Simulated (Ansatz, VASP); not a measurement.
**Two plane-wave programs on Cu**

```
Cu
1.0
    11.57025    0.00000    0.00000
     0.00000    2.23821    0.00000
    -4.59562    0.00000   21.74339
Cu
1
Direct
  0.50000 0.50000 0.50000
```

Alike in both runs: task single point; functional r2SCAN; k mesh 3 × 15 × 2; occupations gaussian, width 0.5 eV; no spin polarisation.

```csv
,VASP,Ansatz
version,VASP 6.6.1,Ansatz 0.2.0
potentials or method,"VASP PAW PBE potentials, release 64 (Cu), cutoff 520 eV","plane waves, PAW"
valence electrons in the cell,11,19
```

VASP gave:

| Quantity | Value |
| --- | --- |
| pressure (GPa) | 0.0 |
| traceless stress, the component that is largest in VASP (GPa) | 0.07 |

Q: What did Ansatz give for the same quantities?

A: Pressure (GPa): 0.0; traceless stress, the component that is largest in VASP (GPa): 0.06.

VASP's potentials were made for PBE, not for r2SCAN. VASP's potentials hold 11 valence electrons a cell and Ansatz's 19, so a difference there can come from the potentials and not from the codes.
